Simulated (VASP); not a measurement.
Runs of VASP 6.6.1 on BaTiO3. It takes space group Pm-3m (No. 221, cubic). Conventional cell: a = 4.006 Å, b = 4.006 Å, c = 4.006 Å, α = 90.00°, β = 90.00°, γ = 90.00°. Ba (site symmetry m-3m) has 12 O at 2.83 Å and 8 Ti at 3.47 Å within 3.7 Å. Ti (site symmetry m-3m) has 6 O at 2.00 Å within 2.7 Å. O (site symmetry 4/mmm) has 2 Ti at 2.00 Å within 2.7 Å. 

```tsv
level	gap on the mesh (eV)	pressure (GPa)
PBE	2.43	(a)
revPBE	2.45	6.3
RPBE	(b)	7.5
PBEsol	2.40	(c)
```

Alike in all rows: task single point; potentials or basis VASP PAW PBE potentials, release 64 (Ba_sv, Ti_sv, O_h); no spin polarisation; cell as given; k mesh 4 × 4 × 4, shifted; cutoff (eV) 1340; smearing gaussian 0.01 eV.

Question: Fill in the values left out.

Answer: (a) 3.2; (b) 2.46; (c) -3.0.

Caveats: spin-orbit coupling is left out, which moves the levels of the heavy elements; a shifted mesh leaves out Γ, where band edges can lie; the cell stands under pressure (at least some runs); the PAW data sets were made with another functional, which shifts forces and pressure a little (at least some runs).

A k mesh can miss the band edges, and the runs leave out spin-orbit coupling on Ba.
